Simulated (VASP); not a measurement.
CoSi2, 3 atoms in the cell. The structure is cubic, space group Fm-3m (No. 225). Conventional cell: a = 5.304 Å, b = 5.304 Å, c = 5.304 Å, α = 90.00°, β = 90.00°, γ = 90.00°. Co (site symmetry m-3m) has 8 Si at 2.30 Å within 3.0 Å. Si (site symmetry -43m) has 4 Co at 2.30 Å and 6 Si at 2.65 Å within 3.0 Å. 

| Quantity | Value |
| --- | --- |
| Program | VASP 6.6.1 |
| Task | single point |
| Functional | PBE |
| Dispersion | D3(BJ) |
| Potentials or basis | VASP PAW PBE potentials, release 64 (Co, Si) |
| Cutoff | 520 eV |
| k mesh | 14 × 14 × 14 |
| Occupations | gaussian, width 0.1 eV |
| Spin | no spin polarisation |
| Dipole correction | no |
| Further INCAR settings | ALGO = Normal; EDIFF = 1e-06; NBANDS = 16 |

Potentials or basis: VASP PAW PBE potentials, release 64 (Co, Si).

Launch:

```bash
$ cat potpaw_PBE.64/Co/POTCAR potpaw_PBE.64/Si/POTCAR > POTCAR
$ mpirun -np 1 vasp_std > vasp.out
```

Hardware: 1 thread of AMD EPYC 9R45 96-Core Processor (Zen 5), on a shared host.

How long does it take, and how much memory?

Run time: 34 s on 1 thread of AMD EPYC 9R45 96-Core Processor (Zen 5), with other jobs on the host, peak memory 0.18 GiB. Counts: scf iterations 13, k points 104.
